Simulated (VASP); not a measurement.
# CoW3 (Pmm2) in VASP: single point with PBEsol

Aim: the single point of CoW3 with PBEsol.

All numbers are computed with VASP 6.6.1; they aren't measurements. Logs are shortened: lines on timing, memory, paths and dates and some standing lists are left out, and cuts for length are marked.

### Step 1. The cell of the first run

The structure is orthorhombic, space group Pmm2 (No. 25). The conventional cell has a = 3.858 Å, b = 3.858 Å, c = 3.858 Å, α = 90.00°, β = 90.00°, γ = 90.00°. Co (site symmetry mm2) has 12 W at 2.60 to 2.86 Å within 3.4 Å. W (site symmetry mm2) has 4 Co at 2.60 to 2.86 Å and 8 W at 2.60 to 2.86 Å within 3.4 Å. Within 3.6 Å of W (site symmetry mm2) lie 4 Co at 2.73 Å and 8 W at 2.73 Å. W (site symmetry mm2) has 8 W at 2.60 to 2.86 Å and 4 Co at 2.73 Å within 3.4 Å.

### Step 2. Single point, PBEsol (atom 2 (W) moved +0.180 Å along Cartesian [0 0 1])

File INCAR:

```
SYSTEM = CoW3
PREC = Accurate
ENCUT = 520
EDIFF = 1E-6
ISMEAR = 0
SIGMA = 0.15
LREAL = .False.
LASPH = .True.
NELM = 100
ALGO = Fast
ISIF = 2
LWAVE = .False.
LCHARG = .False.
GGA = PS
NBANDS = 34
```

File KPOINTS:

```
regular mesh
0
Gamma
  12 12 12
  0 0 0
```

File POSCAR:

```
CoW3
1.0
    3.8582449849      0.0000000000      0.0000000000
    0.0000000000      3.8582449849      0.0000000000
    0.0000000000      0.0000000000      3.8582449849
Co W
1 3
Direct
    0.0000000000      0.0000000000      0.0000000000
    0.0000000000      0.5000000000      0.5466533361
    0.5000000000      0.0000000000      0.5000000000
    0.5000000000      0.5000000000      0.0000000000
```

Potentials or basis: VASP PAW PBE potentials, release 64 (Co, W_sv).

Started as:

```sh
$ cat potpaw_PBE.64/Co/POTCAR potpaw_PBE.64/W_sv/POTCAR > POTCAR
$ mpirun -np 1 vasp_std > vasp.out
```

OUTCAR:

```text
SYSTEM = CoW3
   PREC = Accurate
   ENCUT = 520
   EDIFF = 1E-6
   ISMEAR = 0
   LREAL = .False.
   LASPH = .True.
   NELM = 100
   ISIF = 2
   GGA = PS

 ion  position               nearest neighbor table
   1  0.000  0.000  0.000-   2 2.60   2 2.60   4 2.73   3 2.73   3 2.73   4 2.73   3 2.73   4 2.73
                             3 2.73   4 2.73   2 2.86   2 2.86
   2  0.000  0.500  0.547-   1 2.60   4 2.60   1 2.60   4 2.60   3 2.73   3 2.73   3 2.73   3 2.73
                             1 2.86   4 2.86   4 2.86   1 2.86
   3  0.500  0.000  0.500-   1 2.73   4 2.73   1 2.73   4 2.73   4 2.73   4 2.73   1 2.73   1 2.73
                             2 2.73   2 2.73   2 2.73   2 2.73
   4  0.500  0.500  0.000-   2 2.60   2 2.60   3 2.73   3 2.73   1 2.73   3 2.73   3 2.73   1 2.73
                             1 2.73   1 2.73   2 2.86   2 2.86

  LATTYP: Found a simple cubic cell.
 ALAT       =     3.8582449849

  Lattice vectors:

 A1 = (   3.8582449849,   0.0000000000,   0.0000000000)
 A2 = (   0.0000000000,   3.8582449849,   0.0000000000)
 A3 = (   0.0000000000,   0.0000000000,   3.8582449849)

Analysis of symmetry for initial positions (statically):
=====================================================================
 Subroutine PRICEL returns:
 Original cell was already a primitive cell.

 Routine SETGRP: Setting up the symmetry group for a
 simple cubic supercell.

 Subroutine GETGRP returns: Found  4 space group operations
 (whereof  4 operations were pure point group operations)
 out of a pool of 48 trial point group operations.

The static configuration has the point symmetry C_2v.

Analysis of symmetry for dynamics (positions and initial velocities):
=====================================================================
 Subroutine PRICEL returns:
 Original cell was already a primitive cell.

 Routine SETGRP: Setting up the symmetry group for a
 simple cubic supercell.

 Subroutine GETGRP returns: Found  4 space group operations
 (whereof  4 operations were pure point group operations)
 out of a pool of 48 trial point group operations.

The dynamic configuration has the point symmetry C_2v.

 Subroutine INISYM returns: Found  4 space group operations
 (whereof  4 operations are pure point group operations),
 and found     1 'primitive' translations

----------------------------------------------------------------------------------------

                                     Primitive cell

  volume of cell :      57.4340

  direct lattice vectors                    reciprocal lattice vectors
     3.858244985  0.000000000  0.000000000     0.259185201  0.000000000  0.000000000
     0.000000000  3.858244985  0.000000000     0.000000000  0.259185201  0.000000000
[... 91 lines left out ...]
   EDIFFG = 0.1E-04   stopping-criterion for IOM
   NSW    =      0    number of steps for IOM
   IBRION =     -1    ionic relax: 0-MD 1-quasi-New 2-CG
   NFREE  =      0    steps in history (QN), initial steepest desc. (CG)
   ISIF   =      2    stress and relaxation
   ISYM   =      2    0-nonsym 1-usesym 2-fastsym
   POTIM  = 0.5000    time-step for ionic-motion
   TEBEG  =    0.0;   TEEND  =   0.0 temperature during run
   PSTRESS=    0.0 pullay stress
   NELECT =      51.0000    total number of electrons
   NUPDOWN=      -1.0000    fix difference up-down
   EMIN   =  10.00;   EMAX   =-10.00  energy-range for DOS
   EFERMI =   0.00;   METHOD = LEGACY
   ISMEAR =     0;   SIGMA  =   0.15  broadening in eV -4-tet -1-fermi 0-gaus
   EFERMI_NEDOS =   21; number of points for ismear=-14 and -15
   IALGO  =     68    algorithm
   IMIX   =      4    mixing-type and parameters
     AMIX     =   0.40;   BMIX     =  1.00
     AMIX_MAG =   1.60;   BMIX_MAG =  1.00
  volume/ion in A,a.u.               =      14.36        96.90
  Fermi-wavevector in a.u.,A,eV,Ry     =   1.573530  2.973541 33.687989  2.475997
  Thomas-Fermi vector in A             =   2.674801
   LORBIT       =      0    0 simple, 1 ext, 2 COOP (PROOUT), +10 PAW based schemes
   GGA     = PS    functional components
   LHFCALC =     F    Hartree Fock is set to
   AEXX    =    0.0000 exact exchange contribution
   IVDW    =     0    specifies the selected vdW correction
   LEPSILON=     F    determine dielectric tensor
   LRPA    =     F    only Hartree local field effects (RPA)
 non-spin polarized calculation
 RMM-DIIS sequential band-by-band and
 Gauss-broadening in eV      SIGMA  =   0.15
  energy-cutoff  :      520.00
  volume of cell :       57.43
 maximum number of plane-waves:      1568
 NGX is ok and might be reduce to    30
   NGX = 15   NGY = 15   NGZ = 15

 number of electron      51.0000020 magnetization

 Free energy of the ion-electron system (eV)
  ---------------------------------------------------
  ext. energy  EPLUGINS =         0.00000000
  ---------------------------------------------------
  free energy    TOTEN  =       -47.93394501 eV

  energy without entropy =      -47.88160275  energy(sigma->0) =      -47.90777388

 E-fermi :  10.8083     XC(G=0): -13.8027

 val. band max:       10.8067863003   @ k =   0.3333   0.1667   0.4167
 cond. band min:      10.8091231515   @ k =   0.5000   0.0833   0.1667
 fundamental gap:      0.0023368512
 Fermi energy:        10.8083336999

 k-point     1 :       0.0000    0.0000    0.0000
  band No.  band energies     occupation
      1     -62.7701      2.00000
      2     -62.5937      2.00000
      3     -62.5445      2.00000
      4     -27.5545      2.00000
      5     -27.5303      2.00000
      6     -27.5221      2.00000
[... 877 lines left out ...]
     33      15.9960      0.00000
     34      17.1361      0.00000

 [... further k-points ...]
[... 5 lines left out ...]
  --------------------------------------------------------------------------------------
  -------------------------------------------------------------------------------------
  Total        1.5451015      0.7644887      0.7375492      0.0000000      0.0000000      0.0000000
  in kB       43.1020775     21.3261408     20.5746377      0.0000000      0.0000000      0.0000000
  external PRESSURE =      28.3342853 kB  Pullay stress =       0.0000000 kB

 VOLUME and BASIS-vectors are now :
 -----------------------------------------------------------------------------
  energy-cutoff  :      520.00
  volume of cell :       57.43
      direct lattice vectors                 reciprocal lattice vectors
     3.858244985  0.000000000  0.000000000     0.259185201  0.000000000  0.000000000
     0.000000000  3.858244985  0.000000000     0.000000000  0.259185201  0.000000000
     0.000000000  0.000000000  3.858244985     0.000000000  0.000000000  0.259185201

 POSITION                                       TOTAL-FORCE (eV/Angst)
 -----------------------------------------------------------------------------------
      0.00000      0.00000      0.00000         0.000000      0.000000      0.803332
      0.00000      1.92912      2.10912         0.000000      0.000000     -2.427391
      1.92912      0.00000      1.92912         0.000000      0.000000     -0.163145
      1.92912      1.92912      0.00000         0.000000      0.000000      1.787204
 -----------------------------------------------------------------------------------
    total drift:                                0.000000      0.000000      0.000349

  FREE ENERGIE OF THE ION-ELECTRON SYSTEM (eV)
  ---------------------------------------------------
  free  energy   TOTEN  =       -47.9339450128 eV

  energy  without entropy=      -47.8816027538  energy(sigma->0) =      -47.90777388
```

OSZICAR:

```text
N       E                     dE             d eps       ncg     rms          rms(c)
DAV:   1     0.598543202171E+03    0.59854E+03   -0.27808E+04 23564   0.180E+03
[... 11 lines left out ...]
RMM:  13    -0.479345505282E+02    0.29077E-03   -0.17178E-02 30072   0.728E-01    0.526E-01
RMM:  14    -0.479343852649E+02    0.16526E-03   -0.48917E-03 34062   0.305E-01    0.437E-01
RMM:  15    -0.479341777660E+02    0.20750E-03   -0.62011E-04 33061   0.134E-01    0.267E-01
RMM:  16    -0.479339420915E+02    0.23567E-03   -0.40130E-04 28114   0.141E-01    0.542E-02
RMM:  17    -0.479339428743E+02   -0.78280E-06   -0.99109E-05 33448   0.508E-02    0.163E-02
RMM:  18    -0.479339448995E+02   -0.20252E-05   -0.19920E-05 33041   0.245E-02    0.131E-02
RMM:  19    -0.479339450128E+02   -0.11334E-06   -0.28680E-06 20008   0.136E-02
   1 F= -.47933945E+02 E0= -.47907774E+02  d E =-.523423E-01
```

It took 6.2 min on 1 thread of Intel Xeon 6975P-C (Granite Rapids), shared host; peak memory 0.6 GiB.

What came out:

| Item | Value |
| --- | --- |
| Free energy | -47.9339 eV |
| Pressure | 2.8 GPa |
| Largest force | 2.427 eV/Å |
| Band gap on the k mesh | zero (an odd number of electrons rules out a gap without spin polarisation) |

Forces in eV/Å, atoms in the order of the input:
```
Co   0.000  0.000  0.803
W    0.000  0.000 -2.427
W    0.000  0.000 -0.163
W    0.000  0.000  1.787
```

Levels at points of the mesh, in eV from the Fermi level:
```
           k point  band 22  band 23  band 24  band 25  band 26  band 27  band 28  band 29
(0.00, 0.00, 0.00)    -1.06     0.35     0.42     2.80     2.97     2.99     3.03     3.19
(0.50, 0.00, 0.00)    -1.94    -1.07    -0.18     0.35     0.38     0.53     1.11     1.46
(0.00, 0.50, 0.00)    -1.98    -1.07     0.07     0.24     0.27     0.59     0.95     1.95
(0.00, 0.00, 0.50)    -1.89    -1.23     0.03     0.23     0.24     0.72     0.99     1.81
(0.50, 0.50, 0.00)    -1.85    -1.77    -1.67    -1.00     0.10     0.60     0.98     1.02
(0.00, 0.50, 0.50)    -1.91    -1.88    -1.83    -1.01     0.40     0.73     0.98     1.00
(0.50, 0.00, 0.50)    -1.89    -1.86    -1.78    -0.94     0.51     0.58     0.98     1.11
(0.50, 0.50, 0.50)    -1.00    -0.83    -0.75     0.50     0.53     0.57     1.32     2.54
```

Caveat: the cell differs from its parent crystal (atom 2 (W) moved +0.180 Å along Cartesian [0 0 1]); the PAW data sets were made with another functional, which shifts forces and pressure a little; spin-orbit coupling is left out, which moves the levels of the heavy elements; the run has no spin polarisation, though such a crystal can be magnetic.
